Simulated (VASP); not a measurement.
# Au (P-1) in VASP: further runs

The runs below take Au through single point, with PBEsol, r2SCAN.

Everything below comes from runs of VASP 6.6.1. Logs are shortened: lines on timing, memory, paths and dates and some standing lists are left out, and cuts for length are marked.

## 1. The cell of the first run

The typed cell holds 2 atoms: a = 2.834 Å, b = 2.839 Å, c = 5.225 Å, α = 103.14°, β = 102.66°, γ = 90.26°.

## 2. Single point, PBEsol

Contents of INCAR:

```
SYSTEM = Au
ALGO = Fast
EDIFF = 1E-6
ENCUT = 520
GGA = PS
ISIF = 2
ISMEAR = -1
LASPH = .TRUE.
LCHARG = .FALSE.
LREAL = .FALSE.
LWAVE = .FALSE.
NBANDS = 18
NELM = 60
PREC = Accurate
SIGMA = 0.05
```

Contents of KPOINTS:

```
k-points
0
G
  10 10 6
  0 0 0
```

Contents of POSCAR:

```
Au
1.0
    2.8341352242      0.0000000000      0.0000000000
   -0.0130411464      2.8388568190      0.0000000000
   -1.1454275711     -1.1932615928      4.9566243481
Au
2
Direct
    0.6728620000      0.6659620000      0.2740550000
    0.3271380000      0.3340380000      0.7259450000
```

Potentials or basis: VASP PAW PBE potentials, release 64 (Au).

Run with:

```bash
$ cat potpaw_PBE.64/Au/POTCAR > POTCAR
$ mpirun -np 1 vasp_std > vasp.out
```

OUTCAR:

```text
SYSTEM = Au
   EDIFF = 1E-6
   ENCUT = 520
   GGA = PS
   ISIF = 2
   ISMEAR = -1
   LASPH = .TRUE.
   LREAL = .FALSE.
   NELM = 60
   PREC = Accurate

 ion  position               nearest neighbor table
   1  0.673  0.666  0.274-   2 2.75   2 2.94   2 3.00   2 3.02   2 3.07
   2  0.327  0.334  0.726-   1 2.75   1 2.94   1 3.00   1 3.02   1 3.07

  LATTYP: Found a triclinic cell.
 ALAT       =     2.8341352242
 B/A-ratio  =     1.4186468224
 C/A-ratio  =     2.8424930260
 COS(alpha) =     0.0022337933
 COS(beta)  =     0.5581870929
 COS(gamma) =     0.7081406305

  Lattice vectors:

 A1 = (  -2.8341352242,   0.0000000000,   0.0000000000)
 A2 = (  -2.8471763706,   2.8388568190,   0.0000000000)
 A3 = (  -4.4967605845,  -4.4844520452,  -4.9566243481)

Analysis of symmetry for initial positions (statically):
=====================================================================
 Subroutine PRICEL returns:
 Original cell was already a primitive cell.

 Routine SETGRP: Setting up the symmetry group for a
 triclinic supercell.

 Subroutine GETGRP returns: Found  2 space group operations
 (whereof  2 operations were pure point group operations)
 out of a pool of  2 trial point group operations.

The static configuration has the point symmetry S_2 .

Analysis of symmetry for dynamics (positions and initial velocities):
=====================================================================
 Subroutine PRICEL returns:
 Original cell was already a primitive cell.

 Routine SETGRP: Setting up the symmetry group for a
 triclinic supercell.

 Subroutine GETGRP returns: Found  2 space group operations
 (whereof  2 operations were pure point group operations)
 out of a pool of  2 trial point group operations.

The dynamic configuration has the point symmetry S_2 .

 Subroutine INISYM returns: Found  2 space group operations
 (whereof  2 operations are pure point group operations),
 and found     1 'primitive' translations

----------------------------------------------------------------------------------------

                                     Primitive cell

  volume of cell :      39.8795

  direct lattice vectors                    reciprocal lattice vectors
     2.834135224  0.000000000  0.000000000     0.352841315  0.001620883  0.081928401
    -0.013041146  2.838856819  0.000000000     0.000000000  0.352254469  0.084802014
    -1.145427571 -1.193261593  4.956624348     0.000000000  0.000000000  0.201750209

  length of vectors
     2.834135224  2.838886773  5.225323194     0.362231810  0.362318358  0.201750209

  position of ions in fractional coordinates (direct lattice)
     0.672862000  0.665962000  0.274055000
     0.327138000  0.334038000  0.725945000

  ion indices of the primitive-cell ions
   primitive index   ion index
                 1           1
                 2           2

----------------------------------------------------------------------------------------

 KPOINTS: k-points

Automatic generation of k-mesh.
 Grid dimensions read from file:
 generate k-points for:   10   10    6

 Generating k-lattice:

  Cartesian coordinates                     Fractional coordinates (reciprocal lattice)
     0.035284132  0.000162088  0.008192840     0.100000000  0.000000000  0.000000000
     0.000000000  0.035225447  0.008480201     0.000000000  0.100000000  0.000000000
     0.000000000  0.000000000  0.033625035     0.000000000  0.000000000  0.166666667

  Length of vectors
     0.036223181  0.036231836  0.033625035

  Shift w.r.t. Gamma in fractional coordinates (k-lattice)
     0.000000000  0.000000000  0.000000000

 Subroutine IBZKPT returns following result:
 ===========================================

 Found    304 irreducible k-points:

 Following reciprocal coordinates:
            Coordinates               Weight
  0.000000  0.000000  0.000000      1.000000
  0.100000  0.000000  0.000000      2.000000
  0.200000  0.000000  0.000000      2.000000
  0.300000  0.000000  0.000000      2.000000
  0.400000  0.000000  0.000000      2.000000
  0.500000  0.000000  0.000000      1.000000
[... 16 lines left out ...]
 -0.400000  0.200000 -0.000000      2.000000
 -0.300000  0.200000  0.000000      2.000000
 [... further k-points ...]
   k-points           NKPTS =    304   k-points in BZ     NKDIM =    304   number of bands    NBANDS=     18
   number of dos      NEDOS =    301   number of ions     NIONS =      2
   total plane-waves  NPLWV =  23040
   dimension x,y,z NGX =    24 NGY =   24 NGZ =   40
   dimension x,y,z NGXF=    48 NGYF=   48 NGZF=   80
   ions per type =               2
   NGX,Y,Z   is equivalent  to a cutoff of  14.08, 14.05, 12.73 a.u.
   NGXF,Y,Z  is equivalent  to a cutoff of  28.16, 28.11, 25.45 a.u.
 SYSTEM =  Au
   PREC   = accura    normal or accurate (medium, high low for compatibility)
   ISTART =      0    job   : 0-new  1-cont  2-samecut
   ICHARG =      2    charge: 1-file 2-atom 10-const
   ISPIN  =      1    spin polarized calculation?
   LNONCOLLINEAR =      F non collinear calculations
   LSORBIT =      F    spin-orbit coupling
   LASPH  =      T    aspherical Exc in radial PAW
   ENCUT  =  520.0 eV  38.22 Ry    6.18 a.u.   5.27  5.28  9.72*2*pi/ulx,y,z
   NELM   =     60;   NELMIN=  2; NELMDL= -5     # of ELM steps
   EDIFF  = 0.1E-05   stopping-criterion for ELM
   LREAL  =      F    real-space projection
   EDIFFG = 0.1E-04   stopping-criterion for IOM
   NSW    =      0    number of steps for IOM
   IBRION =     -1    ionic relax: 0-MD 1-quasi-New 2-CG
   NFREE  =      0    steps in history (QN), initial steepest desc. (CG)
   ISIF   =      2    stress and relaxation
   ISYM   =      2    0-nonsym 1-usesym 2-fastsym
   POTIM  = 0.5000    time-step for ionic-motion
   TEBEG  =    0.0;   TEEND  =   0.0 temperature during run
   PSTRESS=    0.0 pullay stress
   NELECT =      22.0000    total number of electrons
   NUPDOWN=      -1.0000    fix difference up-down
   EMIN   =  10.00;   EMAX   =-10.00  energy-range for DOS
   EFERMI =   0.00;   METHOD = LEGACY
   ISMEAR =    -1;   SIGMA  =   0.05  broadening in eV -4-tet -1-fermi 0-gaus
   EFERMI_NEDOS =   21; number of points for ismear=-14 and -15
   IALGO  =     68    algorithm
   IMIX   =      4    mixing-type and parameters
     AMIX     =   0.40;   BMIX     =  1.00
     AMIX_MAG =   1.60;   BMIX_MAG =  1.00
  volume/ion in A,a.u.               =      19.94       134.56
  Fermi-wavevector in a.u.,A,eV,Ry     =   1.342659  2.537257 24.527671  1.802733
  Thomas-Fermi vector in A             =   2.470795
   LORBIT       =      0    0 simple, 1 ext, 2 COOP (PROOUT), +10 PAW based schemes
   GGA     = PS    functional components
   LHFCALC =     F    Hartree Fock is set to
   AEXX    =    0.0000 exact exchange contribution
   IVDW    =     0    specifies the selected vdW correction
   LEPSILON=     F    determine dielectric tensor
   LRPA    =     F    only Hartree local field effects (RPA)
 non-spin polarized calculation
 RMM-DIIS sequential band-by-band and
  energy-cutoff  :      520.00
  volume of cell :       39.88
 maximum number of plane-waves:      1091
 NGX is ok and might be reduce to    24
   NGX = 11   NGY = 11   NGZ = 19

 number of electron      22.0000001 magnetization

 Free energy of the ion-electron system (eV)
  ---------------------------------------------------
  ext. energy  EPLUGINS =         0.00000000
  ---------------------------------------------------
  free energy    TOTEN  =        -7.45489137 eV

  energy without entropy =       -7.45121442  energy(sigma->0) =       -7.45305289

 E-fermi :   6.7051     XC(G=0): -11.8919

 val. band max:        6.6785081142   @ k =   0.4000  -0.1000   0.3333
 cond. band min:       6.7109903221   @ k =   0.4000   0.3000   0.0000
 fundamental gap:      0.0324822079
 Fermi energy:         6.7051378262

 k-point     1 :       0.0000    0.0000    0.0000
  band No.  band energies     occupation
      1      -1.6122      2.00000
      2       0.8597      2.00000
      3       1.1785      2.00000
      4       1.6828      2.00000
      5       2.2253      2.00000
      6       3.9267      2.00000
[... 10 lines left out ...]
     17      22.3344      0.00000
     18      24.2175      0.00000

 k-point     2 :       0.1000    0.0000    0.0000
  band No.  band energies     occupation
      1      -1.3726      2.00000
      2       1.0107      2.00000
      3       1.3191      2.00000
      4       1.8011      2.00000
      5       2.3130      2.00000
      6       3.7348      2.00000
[... 10 lines left out ...]
     17      22.6072      0.00000
     18      24.2254      0.00000

 k-point     3 :       0.2000    0.0000    0.0000
  band No.  band energies     occupation
      1      -0.7203      2.00000
      2       1.1893      2.00000
      3       1.8956      2.00000
      4       2.0165      2.00000
      5       2.6660      2.00000
      6       3.1189      2.00000
[... 10 lines left out ...]
     17      23.4224      0.00000
     18      23.7819      0.00000

 k-point     4 :       0.3000    0.0000    0.0000
  band No.  band energies     occupation
      1       0.1169      2.00000
      2       1.3078      2.00000
      3       2.0752      2.00000
      4       2.4070      2.00000
      5       2.6729      2.00000
      6       3.3050      2.00000
[... 375 lines left out ...]
      4       2.3526      2.00000
      5       2.7484      2.00000
      6       3.1473      2.00000
[... 10 lines left out ...]
     17      20.3403      0.00000
     18      21.4151      0.00000

 k-point    23 :      -0.4000    0.2000   -0.0000
  band No.  band energies     occupation
      1       1.1206      2.00000
      2       1.9288      2.00000
      3       2.0347      2.00000
      4       2.3926      2.00000
      5       2.7637      2.00000
      6       3.1324      2.00000
[... 10 lines left out ...]
     17      20.1376      0.00000
     18      21.7937      0.00000

 k-point    24 :      -0.3000    0.2000    0.0000
  band No.  band energies     occupation
      1       0.6843      2.00000
      2       2.0871      2.00000
      3       2.1357      2.00000
      4       2.4571      2.00000
      5       2.7075      2.00000
      6       3.1398      2.00000
[... 10 lines left out ...]
     17      19.1203      0.00000
     18      23.6068      0.00000

 [... further k-points ...]

------------------------ aborting loop because EDIFF is reached ----------------------------------------

  FORCE on cell =-STRESS in cart. coord.  units (eV):
  Direction    XX          YY          ZZ          XY          YZ          ZX
  --------------------------------------------------------------------------------------
  -------------------------------------------------------------------------------------
  Total       -2.6204903     -2.6710049     -2.1781053      0.0510392      0.0766613      0.1025561
  in kB     -105.2793206   -107.3087687    -87.5063144      2.0505218      3.0799008      4.1202350
  external PRESSURE =    -100.0314679 kB  Pullay stress =       0.0000000 kB

 VOLUME and BASIS-vectors are now :
 -----------------------------------------------------------------------------
  energy-cutoff  :      520.00
  volume of cell :       39.88
      direct lattice vectors                 reciprocal lattice vectors
     2.834135224  0.000000000  0.000000000     0.352841315  0.001620883  0.081928401
    -0.013041146  2.838856819  0.000000000     0.000000000  0.352254469  0.084802014
    -1.145427571 -1.193261593  4.956624348     0.000000000  0.000000000  0.201750209

 POSITION                                       TOTAL-FORCE (eV/Angst)
 -----------------------------------------------------------------------------------
      1.58439      1.56355      1.35839         0.019094      0.016537      0.145739
      0.09128      0.08204      3.59824        -0.019094     -0.016537     -0.145739
 -----------------------------------------------------------------------------------
    total drift:                                0.000000     -0.000000      0.000000

  FREE ENERGIE OF THE ION-ELECTRON SYSTEM (eV)
  ---------------------------------------------------
  free  energy   TOTEN  =        -7.4548913682 eV

  energy  without entropy=       -7.4512144155  energy(sigma->0) =       -7.45305289
```

Wall time 92 s (1 thread of AMD EPYC 9R45 (Zen 5), shared host); peak memory 0.26 GiB.

What came out:

```yaml
Free_energy: -7.4549 eV
Pressure: -10.0 GPa
Largest_force: 0.148 eV/Å
Band_gap_on_the_k_mesh: zero (band 11 reaches 10.07 eV, above the bottom of band 12 at 5.11 eV)
```

Forces on the atoms (eV/Å):
```
Au   0.019  0.017  0.146
Au  -0.019 -0.017 -0.146
```

Levels at points of the mesh, in eV from the Fermi level:
```
           k point  band 8  band 9  band 10  band 11  band 12  band 13  band 14  band 15
(0.00, 0.00, 0.00)   -2.24   -2.18    -1.95    -1.58     0.06     2.62    13.85    13.97
(0.50, 0.00, 0.00)   -2.81   -2.23    -1.75     0.46     1.10     2.80     5.40     9.57
(0.00, 0.50, 0.00)   -2.76   -2.21    -1.79     0.41     1.10     2.66     5.36     9.53
(0.50, 0.50, 0.00)   -1.34   -0.81    -0.80     2.72     4.58     5.83     6.56     7.09
(0.00, 0.00, 0.50)   -2.91   -1.90    -1.68    -1.57    -1.53     9.22    11.34    12.28
(0.50, 0.00, 0.50)   -2.33   -1.95    -1.92     0.05     1.33     1.65     4.79     9.76
(0.00, 0.50, 0.50)   -2.33   -1.98    -1.93     0.09     1.35     1.64     4.82     9.75
(0.50, 0.50, 0.50)   -1.59   -0.82    -0.79     3.04     5.19     5.40     6.53     6.97
```

Caveat: the PAW data sets were made with another functional, which shifts forces and pressure a little; spin-orbit coupling is left out, which moves the levels of the heavy elements.

## 3. Single point, PBEsol

This run uses another cell than the first one, of 20.33 Å³/atom, 1.020 times its volume.

Contents of INCAR:

```
PREC = Accurate
ENCUT = 520
EDIFF = 1E-6
ISMEAR = -1
SIGMA = 0.05
LREAL = False
LASPH = True
NELM = 80
ALGO = Fast
ISIF = 2
LWAVE = False
LCHARG = True
GGA = PS
LELF = True
LVHAR = True
NBANDS = 18
```

Contents of KPOINTS:

```
regular mesh
0
Gamma
  10 10 6
```

Contents of POSCAR:

```
Au
1.0
    2.8525392154      0.0000000000      0.0000000000
   -0.0131258315      2.8572914708      0.0000000000
   -1.1528656209     -1.2010102618      4.9888111224
Au
2
Direct
    0.6728620000      0.6659620000      0.2740550000
    0.3271380000      0.3340380000      0.7259450000
```

Potentials or basis: VASP PAW PBE potentials, release 64 (Au).

Run with:

```bash
$ cat potpaw_PBE.64/Au/POTCAR > POTCAR
$ mpirun -np 1 vasp_std > vasp.out
```

Wall time 1.8 min (1 thread of AMD EPYC 9R45 (Zen 5), shared host); peak memory 0.26 GiB.

Results (log left out):

* Free energy: -7.4024 eV
* Pressure: -11.6 GPa
* Largest force: 0.165 eV/Å
* Band gap on the k mesh: zero (band 11 reaches 9.80 eV, above the bottom of band 12 at 4.85 eV)

Forces on the atoms (eV/Å):
```
Au   0.014  0.012  0.164
Au  -0.014 -0.012 -0.164
```

Stress tensor (GPa, compression positive):
```
-12.12   0.18   0.24
  0.18 -12.29   0.18
  0.24   0.18 -10.46
```

Levels at points of the mesh, in eV from the Fermi level:
```tsv
k point	band 8	band 9	band 10	band 11	band 12	band 13	band 14	band 15
(0.00, 0.00, 0.00)	-2.22	-2.16	-1.94	-1.59	0.12	2.53	13.72	13.83
(0.50, 0.00, 0.00)	-2.75	-2.21	-1.75	0.44	1.05	2.80	5.29	9.45
(0.00, 0.50, 0.00)	-2.69	-2.19	-1.79	0.39	1.05	2.66	5.24	9.42
(0.50, 0.50, 0.00)	-1.34	-0.84	-0.83	2.73	4.53	5.68	6.49	6.93
(0.00, 0.00, 0.50)	-2.87	-1.89	-1.68	-1.58	-1.54	9.12	11.19	12.18
(0.50, 0.00, 0.50)	-2.30	-1.94	-1.88	0.05	1.33	1.61	4.67	9.66
(0.00, 0.50, 0.50)	-2.31	-1.94	-1.93	0.09	1.33	1.62	4.70	9.65
(0.50, 0.50, 0.50)	-1.59	-0.85	-0.82	3.04	5.13	5.26	6.46	6.81
```

Caveat: the PAW data sets were made with another functional, which shifts forces and pressure a little; spin-orbit coupling is left out, which moves the levels of the heavy elements.

(Part 1 of 2 ends here.)
